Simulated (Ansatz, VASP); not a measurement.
**Two plane-wave programs on Al3GaO6**

```
Al Ga O
1.0
     2.40779    1.39014    4.36781
    -2.40779    1.39014    4.36781
     0.00000   -2.78028    4.36781
Al Ga O
3 1 6
Cartesian
  0.0000 0.0000 11.1793
  0.0000 0.0000 8.4937
  0.0000 0.0000 4.5750
  0.0000 0.0000 1.8640
  0.6706 1.4982 5.4577
  1.6725 0.0847 7.6774
  -1.6328 -0.1683 5.4577
  0.9621 -1.3299 5.4577
  -0.9096 1.4060 7.6774
  -0.7629 -1.4907 7.6774
```

Alike in both runs: task single point; functional PBE; k mesh 6 × 6 × 6; occupations fermi-dirac, width 0.02 eV; no spin polarisation.

|  | VASP | Ansatz |
| --- | --- | --- |
| version | VASP 6.6.1 | Ansatz 0.2.0 |
| potentials or method | VASP PAW PBE potentials, release 64 (Al, Ga_d, O) | plane waves, PAW |
| plane-wave cutoff (eV) | 520 | 420 |
| valence electrons in the cell | 58 | 58 |

```tsv
	VASP	Ansatz	Ansatz less VASP
gap on the k mesh at the Fermi level (eV)	4.98	4.99	+0.005
pressure (GPa)	8.2	8.1	-0.16
traceless stress, the component that is largest in VASP (GPa)	-0.53	-0.49	+0.041
rms of the force components (eV/Å)	0.069	0.051	-0.0179
```

Atom by atom the forces differ by 0.019 eV/Å (rms over components).
